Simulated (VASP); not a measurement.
# Sb (Pm-3m) in VASP: notebook

Aim: see how the results for Sb move with the level of theory and the settings. Levels: r2SCAN50, r2SCAN0, PBEsol. Tasks: single point.

Everything below comes from runs of VASP 6.6.1. Logs are shortened: lines on timing, memory, paths and dates and some standing lists are left out, and cuts for length are marked.

### 1 The cell of the first run

The structure is cubic, space group Pm-3m (No. 221). The conventional cell has a = 3.160 Å, b = 3.160 Å, c = 3.160 Å, α = 90.00°, β = 90.00°, γ = 90.00°. Sb (site symmetry m-3m) has 6 Sb at 3.16 Å within 4.2 Å.

### 2 Single point, r2SCAN50

Input file POSCAR:

```
Sb
1.0
    3.1600000000      0.0000000000      0.0000000000
    0.0000000000      3.1600000000      0.0000000000
    0.0000000000      0.0000000000      3.1600000000
Sb
1
Direct
    0.0000000000      0.0000000000      0.0000000000
```

Input file INCAR.step1:

```
PREC = Accurate ; ENCUT = 440
EDIFF = 1E-5 ; ISMEAR = -1
SIGMA = 0.05 ; LREAL = False
LASPH = True ; NELM = 120
ALGO = Normal ; ISIF = 2
LWAVE = True ; LCHARG = False
NBANDS = 14 ; GGA = PE
GGA_COMPAT = False
```

Input file INCAR.step2:

```
PREC = Accurate ; ENCUT = 440
EDIFF = 1E-6 ; ISMEAR = -1
SIGMA = 0.05 ; LREAL = False
LASPH = True ; NELM = 120
ALGO = Normal ; ISIF = 2
LWAVE = False ; LCHARG = False
METAGGA = R2SCAN ; LHFCALC = True
AEXX = 0.5 ; LMIXTAU = True
PRECFOCK = Normal ; NBANDS = 14
ISTART = 1 ; GGA_COMPAT = False
```

Input file KPOINTS:

```
Automatic mesh
0
Gamma
  4 4 4
```

Potentials or basis: VASP PAW PBE potentials, release 64 (Sb_d_GW).

Launch:

```bash
> cat potpaw_PBE.64/Sb_d_GW/POTCAR > POTCAR
> cp INCAR.step1 INCAR
> mpirun -np 1 vasp_std > vasp.out
> cp INCAR.step2 INCAR
> mpirun -np 1 vasp_std > vasp.out
```

OUTCAR:

```text
PREC = Accurate
   ENCUT = 440
   EDIFF = 1E-6
   ISMEAR = -1
   LREAL = False
   LASPH = True
   NELM = 120
   ISIF = 2
   METAGGA = R2SCAN
   LHFCALC = True
   AEXX = 0.5
   PRECFOCK = Normal
   ISTART = 1

 ion  position               nearest neighbor table
   1  0.000  0.000  0.000-

  LATTYP: Found a simple cubic cell.
 ALAT       =     3.1600000000

  Lattice vectors:

 A1 = (   3.1600000000,   0.0000000000,   0.0000000000)
 A2 = (   0.0000000000,   3.1600000000,   0.0000000000)
 A3 = (   0.0000000000,   0.0000000000,   3.1600000000)

Analysis of symmetry for initial positions (statically):
=====================================================================
 Subroutine PRICEL returns:
 Original cell was already a primitive cell.

 Routine SETGRP: Setting up the symmetry group for a
 simple cubic supercell.

 Subroutine GETGRP returns: Found 48 space group operations
 (whereof 48 operations were pure point group operations)
 out of a pool of 48 trial point group operations.

The static configuration has the point symmetry O_h .

Analysis of symmetry for dynamics (positions and initial velocities):
=====================================================================
 Subroutine PRICEL returns:
 Original cell was already a primitive cell.

 Routine SETGRP: Setting up the symmetry group for a
 simple cubic supercell.

 Subroutine GETGRP returns: Found 48 space group operations
 (whereof 48 operations were pure point group operations)
 out of a pool of 48 trial point group operations.

The dynamic configuration has the point symmetry O_h .

 Subroutine INISYM returns: Found 48 space group operations
 (whereof 48 operations are pure point group operations),
 and found     1 'primitive' translations

----------------------------------------------------------------------------------------

                                     Primitive cell

  volume of cell :      31.5545

  direct lattice vectors                    reciprocal lattice vectors
     3.160000000  0.000000000  0.000000000     0.316455696  0.000000000  0.000000000
     0.000000000  3.160000000  0.000000000     0.000000000  0.316455696  0.000000000
     0.000000000  0.000000000  3.160000000     0.000000000  0.000000000  0.316455696

  length of vectors
     3.160000000  3.160000000  3.160000000     0.316455696  0.316455696  0.316455696

  position of ions in fractional coordinates (direct lattice)
     0.000000000  0.000000000  0.000000000

  ion indices of the primitive-cell ions
   primitive index   ion index
                 1           1

----------------------------------------------------------------------------------------

 KPOINTS: Automatic mesh

Automatic generation of k-mesh.
 Grid dimensions read from file:
 generate k-points for:    4    4    4

 Generating k-lattice:

  Cartesian coordinates                     Fractional coordinates (reciprocal lattice)
     0.079113924  0.000000000  0.000000000     0.250000000  0.000000000  0.000000000
     0.000000000  0.079113924  0.000000000     0.000000000  0.250000000  0.000000000
     0.000000000  0.000000000  0.079113924     0.000000000  0.000000000  0.250000000

  Length of vectors
     0.079113924  0.079113924  0.079113924

  Shift w.r.t. Gamma in fractional coordinates (k-lattice)
     0.000000000  0.000000000  0.000000000

 Subroutine IBZKPT returns following result:
 ===========================================

 Found     10 irreducible k-points:

 Following reciprocal coordinates:
            Coordinates               Weight
  0.000000  0.000000  0.000000      1.000000
  0.250000  0.000000  0.000000      6.000000
  0.500000  0.000000  0.000000      3.000000
  0.250000  0.250000  0.000000     12.000000
  0.500000  0.250000  0.000000     12.000000
  0.500000  0.500000  0.000000      3.000000
  0.250000  0.250000  0.250000      8.000000
  0.500000  0.250000  0.250000     12.000000
  0.500000  0.500000  0.250000      6.000000
  0.500000  0.500000  0.500000      1.000000
   k-points           NKPTS =     10   k-points in BZ     NKDIM =     64   number of bands    NBANDS=     14
   number of dos      NEDOS =    301   number of ions     NIONS =      1
   total plane-waves  NPLWV =  13824
   dimension x,y,z NGX =    24 NGY =   24 NGZ =   24
   dimension x,y,z NGXF=    48 NGYF=   48 NGZF=   48
   ions per type =               1
   NGX,Y,Z   is equivalent  to a cutoff of  12.63, 12.63, 12.63 a.u.
   NGXF,Y,Z  is equivalent  to a cutoff of  25.25, 25.25, 25.25 a.u.
 SYSTEM =  unknown system
   PREC   = accura    normal or accurate (medium, high low for compatibility)
   ISTART =      1    job   : 0-new  1-cont  2-samecut
   ICHARG =      0    charge: 1-file 2-atom 10-const
   ISPIN  =      1    spin polarized calculation?
   LNONCOLLINEAR =      F non collinear calculations
   LSORBIT =      F    spin-orbit coupling
   LASPH  =      T    aspherical Exc in radial PAW
   ENCUT  =  440.0 eV  32.34 Ry    5.69 a.u.   5.40  5.40  5.40*2*pi/ulx,y,z
   NELM   =    120;   NELMIN=  2; NELMDL=  0     # of ELM steps
   EDIFF  = 0.1E-05   stopping-criterion for ELM
   LREAL  =      F    real-space projection
   EDIFFG = 0.1E-04   stopping-criterion for IOM
   NSW    =      0    number of steps for IOM
   IBRION =     -1    ionic relax: 0-MD 1-quasi-New 2-CG
   NFREE  =      0    steps in history (QN), initial steepest desc. (CG)
   ISIF   =      2    stress and relaxation
   ISYM   =      3    0-nonsym 1-usesym 2-fastsym
   POTIM  = 0.5000    time-step for ionic-motion
   TEBEG  =    0.0;   TEEND  =   0.0 temperature during run
   PSTRESS=    0.0 pullay stress
   NELECT =      15.0000    total number of electrons
   NUPDOWN=      -1.0000    fix difference up-down
   EMIN   =  10.00;   EMAX   =-10.00  energy-range for DOS
   EFERMI =   0.00;   METHOD = LEGACY
   ISMEAR =    -1;   SIGMA  =   0.05  broadening in eV -4-tet -1-fermi 0-gaus
   EFERMI_NEDOS =   21; number of points for ismear=-14 and -15
   IALGO  =     38    algorithm
   IMIX   =      1    mixing-type and parameters
     AMIX     =   0.40;   BMIX     =  1.00
     AMIX_MAG =   1.60;   BMIX_MAG =  1.00
  volume/ion in A,a.u.               =      31.55       212.94
  Fermi-wavevector in a.u.,A,eV,Ry     =   1.277668  2.414443 22.210649  1.632437
  Thomas-Fermi vector in A             =   2.410255
   LORBIT       =      0    0 simple, 1 ext, 2 COOP (PROOUT), +10 PAW based schemes
   METAGGA = R2SCAN    functional components
   LHFCALC =     T    Hartree Fock is set to
   PRECFOCK=normal    Normal, Fast or Accurate (Low or Medium for compatibility)
   ENCUT4O =  -1.0   cutoff for four orbital integrals eV
   NKREDX  =     1    reduce k-point grid by
   NKREDY  =     1    reduce k-point grid by
   NKREDZ  =     1    reduce k-point grid by
   AEXX    =    0.5000 exact exchange contribution
   HFSCREEN=    0.0000 screening length (either q_TF or 0.3 A-1)
   HFSCREENC=   0.0000 screening length for correlation (either q_TF or 0.3 A-1)
   ENCUTFOCK=  -1.0 apply spherical cutoff to Coloumb kernel
   IVDW    =     0    specifies the selected vdW correction
   LEPSILON=     F    determine dielectric tensor
   LRPA    =     F    only Hartree local field effects (RPA)
 non-spin polarized calculation
  energy-cutoff  :      440.00
  volume of cell :       31.55
 maximum number of plane-waves:       691
 NGX is ok and might be reduce to    24
  NGX = 18; NGY = 18; NGZ = 18

 number of electron      14.9999992 magnetization

 Free energy of the ion-electron system (eV)
  ---------------------------------------------------
  ext. energy  EPLUGINS =         0.00000000
  ---------------------------------------------------
  free energy    TOTEN  =       -17.24848615 eV

  energy without entropy =      -17.24003556  energy(sigma->0) =      -17.24426085

 E-fermi :   5.0269     XC(G=0):  -5.9081

 val. band max:        2.8849517157   @ k =   0.2500   0.2500   0.2500
 cond. band min:       5.1073431429   @ k =   0.5000   0.2500   0.0000
 fundamental gap:      2.2223914273
 Fermi energy:         5.0268665039

 k-point     1 :       0.0000    0.0000    0.0000
  band No.  band energies     occupation
      1     -31.1374      2.00000
      2     -31.1374      2.00000
      3     -30.9487      2.00000
      4     -30.9487      2.00000
      5     -30.9487      2.00000
      6     -11.5719      2.00000
      7       9.0004      0.00000
      8       9.0004      0.00000
      9       9.0004      0.00000
     10      13.2281      0.00000
     11      13.2281      0.00000
     12      14.4643      0.00000
     13      26.1514      0.00000
     14      26.1514      0.00000

 k-point     2 :       0.2500    0.0000    0.0000
  band No.  band energies     occupation
      1     -31.1335      2.00000
      2     -31.0630      2.00000
      3     -30.9727      2.00000
      4     -30.9727      2.00000
      5     -30.9461      2.00000
      6     -10.5314      2.00000
      7       1.0682      2.00000
      8       9.9836      0.00000
      9       9.9836      0.00000
     10      14.1140      0.00000
     11      14.9579      0.00000
     12      20.8023      0.00000
     13      21.7640      0.00000
     14      21.7695      0.00000

 k-point     3 :       0.5000    0.0000    0.0000
  band No.  band energies     occupation
      1     -31.1290      2.00000
      2     -30.9963      2.00000
      3     -30.9963      2.00000
      4     -30.9884      2.00000
      5     -30.9435      2.00000
      6      -8.7160      2.00000
      7      -3.3469      2.00000
      8      11.4303      0.00000
      9      11.4303      0.00000
     10      15.9447      0.00000
     11      17.2089      0.00000
     12      18.3300      0.00000
     13      18.3539      0.00000
     14      18.7114      0.00000
[... 86 lines left out ...]
 k-point     9 :       0.5000    0.5000    0.2500
  band No.  band energies     occupation
      1     -31.0487      2.00000
      2     -31.0178      2.00000
      3     -31.0178      2.00000
      4     -30.9784      2.00000
      5     -30.9006      2.00000
      6      -4.2721      2.00000
      7       0.2163      2.00000
      8       0.2163      2.00000
      9       8.0656      0.00000
     10       9.0800      0.00000
     11      14.2591      0.00000
     12      14.2591      0.00000
     13      17.2521      0.00000
     14      27.1839      0.00000

 k-point    10 :       0.5000    0.5000    0.5000
  band No.  band energies     occupation
      1     -31.0451      2.00000
      2     -31.0451      2.00000
      3     -31.0451      2.00000
      4     -30.8979      2.00000
      5     -30.8979      2.00000
      6      -1.7541      2.00000
      7       1.5705      2.00000
      8       1.5705      2.00000
      9       1.5705      2.00000
     10      11.0548      0.00000
     11      11.0548      0.00000
     12      11.0548      0.00000
     13      13.4503      0.00000
     14      32.2460      0.00000

------------------------ aborting loop because EDIFF is reached ----------------------------------------

  FORCE on cell =-STRESS in cart. coord.  units (eV):
  Direction    XX          YY          ZZ          XY          YZ          ZX
  --------------------------------------------------------------------------------------
  -------------------------------------------------------------------------------------
  Total       -1.5983860     -1.5983860     -1.5983860      0.0000000     -0.0000000      0.0000000
  in kB      -81.1579390    -81.1579390    -81.1579390      0.0000000     -0.0000000      0.0000000
  external PRESSURE =     -81.1579390 kB  Pullay stress =       0.0000000 kB

 VOLUME and BASIS-vectors are now :
 -----------------------------------------------------------------------------
  energy-cutoff  :      440.00
  volume of cell :       31.55
      direct lattice vectors                 reciprocal lattice vectors
     3.160000000  0.000000000  0.000000000     0.316455696  0.000000000  0.000000000
     0.000000000  3.160000000  0.000000000     0.000000000  0.316455696  0.000000000
     0.000000000  0.000000000  3.160000000     0.000000000  0.000000000  0.316455696

 POSITION                                       TOTAL-FORCE (eV/Angst)
 -----------------------------------------------------------------------------------
      0.00000      0.00000      0.00000         0.000000      0.000000      0.000000
 -----------------------------------------------------------------------------------
    total drift:                                0.000001      0.000002      0.000002

  FREE ENERGIE OF THE ION-ELECTRON SYSTEM (eV)
  ---------------------------------------------------
  free  energy   TOTEN  =       -17.2484861456 eV

  energy  without entropy=      -17.2400355628  energy(sigma->0) =      -17.24426085
```

Run time: 1.8 min. Hardware: 1 thread of Intel Xeon 6975P-C (Granite Rapids), shared host; peak memory 0.15 GiB.

What came out:

| Item | Value |
| --- | --- |
| Free energy | -17.2485 eV |
| Pressure | -8.1 GPa |

Caveat: the k points lie up to 0.50 Å⁻¹ apart; the PAW data sets were made with another functional, which shifts forces and pressure a little; spin-orbit coupling is left out, which moves the levels of the heavy elements.

[end of part 1 of 2]
